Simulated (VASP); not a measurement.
## CaSe: relaxation of cell and atoms with PBEsol

CaSe:

```
CELL_PARAMETERS angstrom
2.95600 2.95600 0.00000
-2.95600 2.95600 0.00000
0.00000 2.95600 2.95600
ATOMIC_POSITIONS crystal
Ca 0.00000 0.00000 0.00000
Se 0.50000 0.50000 0.00000
```

```json
{
 "Program": "VASP 6.6.1",
 "Task": "relaxation of cell and atoms",
 "Functional": "PBEsol",
 "Potentials or basis": "VASP PAW PBE potentials, release 64 (Ca_sv, Se)",
 "Cutoff": "600 eV",
 "k mesh": "12 × 12 × 12",
 "Occupations": "fermi-dirac, width 0.08 eV",
 "Spin": "no spin polarisation",
 "Dipole correction": "no",
 "Further INCAR settings": "ALGO = Normal; EDIFF = 1e-06; IBRION = 2; EDIFFG = -0.002; NSW = 100; ISIF = 3"
}
```

* Relaxed volume: 25.37 Å³/atom
* Relaxed cell: a = 4.156 Å, b = 4.156 Å, c = 4.156 Å, α = 60.00°, β = 60.00°, γ = 90.00°
* Space group after relaxing (to 0.1 Å): Fm-3m (No. 225)
* Energy gained by relaxing: 1.3 meV/atom
* Ionic steps: 3
* Pressure after relaxing: 0.0 GPa
* Band gap on the k mesh: 1.88 eV (least direct gap 2.84 eV)

Step by step:
```csv
step,energy change (eV),largest force (eV/Å),pressure (GPa),volume (Å³)
1,0.0000,0.0000,-0.90,51.66
2,-0.0025,0.0000,0.17,50.59
3,-0.0026,0.0000,0.00,50.74
```

Final structure:
```yaml
crystal:
  lattice:
    - [2.93843, 2.93843, 0.00000]
    - [-2.93843, 2.93843, 0.00000]
    - [0.00000, 2.93843, 2.93843]
  atoms:
    - { symbol: Ca, position: [0.00000, 0.00000, 0.00000] }
    - { symbol: Se, position: [0.50000, 0.50000, 0.00000] }
```

Levels at points of the mesh, in eV from the valence-band top:
```csv
k point,band 6,band 7,band 8,band 9,band 10,band 11
"(0.00, 0.00, 0.00)",0.00,0.00,0.00,3.29,3.64,3.64
"(0.50, 0.00, 0.00)",-3.41,-1.26,-1.26,4.41,5.50,5.53
"(0.50, 0.50, 0.00)",-2.61,-0.97,-0.97,1.88,5.02,5.07
```

Run time: 110 s on 1 thread of Intel(R) Xeon(R) Platinum 8259CL CPU @ 2.50GHz (Skylake/Cascade Lake), on a shared host, peak memory 0.24 GiB.

Caveat: the PAW data sets were made with another functional, which shifts forces and pressure a little. A k mesh can miss the band edges.
